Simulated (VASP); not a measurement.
Runs of VASP 6.6.1 on HfN. The structure is that of space group P6_3/mmc (No. 194), or close to it. The cells are those of the table. 

```tsv
cell	gap on the mesh (eV)	pressure (GPa)
a = 3.189, b = 3.189, c = 5.511 Å, angles 90.0, 90.0, 120.0°, 4 atoms	none	-21.8
a = 3.048, b = 3.048, c = 5.268 Å, angles 90.0, 90.0, 120.0°, 4 atoms	none	(a)
a = 3.134, b = 3.134, c = 5.417 Å, angles 90.0, 90.0, 120.0°, 4 atoms	none	-9.8
a = 3.106, b = 3.106, c = 5.368 Å, angles 90.0, 90.0, 120.0°, 4 atoms	none	-2.4
a = 3.077, b = 3.077, c = 5.319 Å, angles 90.0, 90.0, 120.0°, 4 atoms	none	6.2
a = 3.215, b = 3.215, c = 5.558 Å, angles 90.0, 90.0, 120.0°, 4 atoms	none	-26.6
a = 3.162, b = 3.162, c = 5.464 Å, angles 90.0, 90.0, 120.0°, 4 atoms	none	(b)
```

Alike in all rows: task single point; level LDA; potentials or basis VASP PAW LDA potentials, release 64 (Hf_pv, N); no spin polarisation; k mesh 8 × 8 × 4; cutoff (eV) 520; smearing fermi-dirac 0.05 eV.

Question: Estimate the missing entries.

Answer: (a) 16.1; (b) -16.2.

Caveats: spin-orbit coupling is left out, which moves the levels of the heavy elements.

A k mesh can miss the band edges, and the runs leave out spin-orbit coupling on Hf.

A gap of «none» marks levels without a gap at the run's occupations.
